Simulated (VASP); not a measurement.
Crystal: Ta2C.

```
CELL_PARAMETERS angstrom
3.10590 0.00000 0.00000
-1.55295 2.68979 0.00000
0.00000 0.00000 4.94640
ATOMIC_POSITIONS crystal
Ta 0.33333 0.66667 0.25201
Ta 0.66667 0.33333 0.74799
C 0.00000 0.00000 0.00000
```

Base run:

| Item | Value |
| --- | --- |
| Program | VASP 6.6.1 |
| Functional | BLYP |
| Potentials or basis | VASP PAW PBE potentials, release 64 (Ta_pv, C) |
| Cutoff | 600 eV |
| k mesh | 12 × 12 × 7 |
| Occupations | fermi-dirac, width 0.05 eV |
| Spin | no spin polarisation |

Its results: band gap on the k mesh zero (bands 13 and 14 overlap by 0.73 eV); pressure 14.2 GPa; largest force 0.623 eV/Å.

**Question.** The run is repeated on the same cell with these changes: functional from BLYP to LDA; potentials or basis from VASP PAW PBE potentials, release 64 (Ta_pv, C) to VASP PAW LDA potentials, release 64 (Ta_pv, C). What comes out?

**Answer.** Band gap on the k mesh zero (bands 13 and 14 overlap by 0.75 eV); pressure -7.1 GPa; largest force 0.066 eV/Å.

Caveats: spin-orbit coupling is left out, which moves the levels of the heavy elements; the cell stands under pressure (at least some runs); the PAW data sets were made with another functional, which shifts forces and pressure a little (at least some runs); the cell stands under tension (at least some runs).
